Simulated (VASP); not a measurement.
Here is a VASP 6.6.1 calculation.

The input INCAR:

```
PREC     = Accurate       # precision mode
ENCUT    = 520            # plane-wave cutoff, eV
EDIFF    = 1E-6           # SCF threshold, eV
ISMEAR   = -1             # smearing method
SIGMA    = 0.1            # smearing width, eV
LREAL    = F              # projectors in reciprocal space
LASPH    = T              # aspherical terms in the spheres
NELM     = 80             # most SCF steps
ALGO     = Normal         # electronic algorithm
ISIF     = 2              # what is computed and relaxed
LWAVE    = F              # write WAVECAR
LCHARG   = F              # write CHGCAR
GGA      = PS             # functional
NBANDS   = 16             # bands
```

File KPOINTS:

```
regular mesh
0
Gamma
  8 8 8
```

Contents of POSCAR:

```
HgTe
1.0
   -3.0955397935      3.0955397935      1.5849786428
    3.0955397935     -3.0955397935      1.5849786428
    3.0955397935      3.0955397935     -1.5849786428
Hg Te
1 1
Direct
    0.2500000000      0.7500000000      0.5000000000
    0.0000000000      0.0000000000      0.0000000000
```

Potentials or basis: VASP PAW PBE potentials, release 64 (Hg, Te).

Launch:

```sh
$ cat potpaw_PBE.64/Hg/POTCAR potpaw_PBE.64/Te/POTCAR > POTCAR
$ mpirun -np 1 vasp_std > vasp.out
```

Q: Predict the pressure.

A: -5.0 GPa.

Q: Predict the band gap on the k mesh.

A: Zero (band 9 reaches 5.08 eV, above the bottom of band 10 at 2.33 eV).

Stress tensor (GPa, compression positive):
```
-5.15  0.00  0.00
 0.00 -5.15  0.00
 0.00  0.00 -4.83
```

Caveat: the PAW data sets were made with another functional, which shifts forces and pressure a little; spin-orbit coupling is left out, which moves the levels of the heavy elements.
